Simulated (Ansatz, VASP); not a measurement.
C: VASP beside Ansatz

```xyz
2
Lattice="0.0000 1.9198 1.7858 1.6519 0.0000 1.7858 1.6519 1.9198 0.0000" Properties=species:S:1:pos:R:3 pbc="T T T"
C     1.6519    1.9198    1.7858
C     2.4779    2.8797    2.6788
```

Change from the starting cell: strain +e along x and -e along y -0.0750, strain +e along z and -e/2 along x and y +0.0000.

Alike in both runs: task single point; functional PBE; k mesh 12 × 12 × 12; occupations gaussian, width 0.05 eV; no spin polarisation.

|  | VASP | Ansatz |
| --- | --- | --- |
| version | VASP 6.6.1 | Ansatz 0.2.0 |
| potentials or method | VASP PAW PBE potentials, release 64 (C), cutoff 520 eV | scalar-relativistic, plane waves, PAW |
| valence electrons in the cell | 8 | 8 |

|  | VASP | Ansatz | Ansatz less VASP |
| --- | --- | --- | --- |
| gap on the k mesh at the Fermi level (eV) | 1.39 | 1.40 | +0.010 |
| least direct gap on the mesh (eV) | 3.76 | 3.76 | +0.003 |
| pressure (GPa) | 3.5 | 2.9 | -0.61 |
| traceless stress, the component that is largest in VASP (GPa) | -73.69 | -73.70 | -0.009 |
